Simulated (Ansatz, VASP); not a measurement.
# MoS2 in VASP and in Ansatz

The input INCAR:

```
SYSTEM = MoS2
PREC = Accurate
ENCUT = 520
EDIFF = 1E-6
ISMEAR = 0
SIGMA = 0.05
LREAL = .False.
LASPH = .True.
NELM = 60
ALGO = Normal
ISIF = 2
LWAVE = .False.
LCHARG = .False.
GGA = PE
IVDW = 12
NBANDS = 35
```

Contents of KPOINTS:

```
regular mesh
0
Gamma
  10 10 2
  0 0 0
```

File POSCAR:

```
MoS2
1.0
   -3.1494847632      0.0000000000      0.0000000000
   -1.5747423816     -2.7275338138      0.0000000000
   -0.7873711908     -0.4545889690     13.2900638030
Mo S
2 4
Direct
   -0.0098250000     -0.0098250000      0.0589500000
   -0.0931583333     -0.0931583333      0.5589500000
    0.2205259487      0.2205259487      0.6768443076
    0.3038592821      0.3038592821      0.1768443076
    0.1764907179      0.1764907179      0.9410556924
    0.2598240513      0.2598240513      0.4410556924
```

Input for Ansatz:

```yaml
crystal:
  lattice:
    - [-3.1494847632, 0.0, 0.0]
    - [-1.5747423816, -2.7275338138, 0.0]
    - [-0.7873711908, -0.454588969, 13.290063803]
  atoms:
    - { symbol: Mo, position: [-0.009825, -0.009825, 0.05895] }
    - { symbol: Mo, position: [-0.0931583333, -0.0931583333, 0.55895] }
    - { symbol: S, position: [0.2205259487, 0.2205259487, 0.6768443076] }
    - { symbol: S, position: [0.3038592821, 0.3038592821, 0.1768443076] }
    - { symbol: S, position: [0.1764907179, 0.1764907179, 0.9410556924] }
    - { symbol: S, position: [0.2598240513, 0.2598240513, 0.4410556924] }
basis:
  ecutwfc: 420
kpoints:
  mp_grid: { grid: [10, 10, 2] }
hamiltonian:
  xc: pbe
  pseudopotentials: { kind: paw, azcp: { folder: soft_1 } }
  dispersion: d3bj
scf:
  occupations: { method: gaussian, width: 0.05 }
output:
  forces: true
  stress: true
  eigenvalues: true
```

Alike in both runs: task single point; functional PBE; dispersion D3(BJ); k mesh 10 × 10 × 2; occupations gaussian, width 0.05 eV; no spin polarisation.

|  | VASP | Ansatz |
| --- | --- | --- |
| version | VASP 6.6.1 | Ansatz 0.2.0 |
| potentials or method | VASP PAW PBE potentials, release 64 (Mo_sv, S), cutoff 520 eV | scalar-relativistic, plane waves, PAW |
| valence electrons in the cell | 52 | 52 |

```csv
,VASP,Ansatz,Ansatz less VASP
gap on the k mesh at the Fermi level (eV),none,none,-
pressure (GPa),15.7,16.1,+0.36
"traceless stress, the component that is largest in VASP (GPa)",19.35,19.59,+0.242
rms of the force components (eV/Å),5.680,5.761,+0.0809
```

Atom by atom the forces differ by 0.081 eV/Å (rms over components). A gap of «none» marks a metal or a gap that the smearing closes.
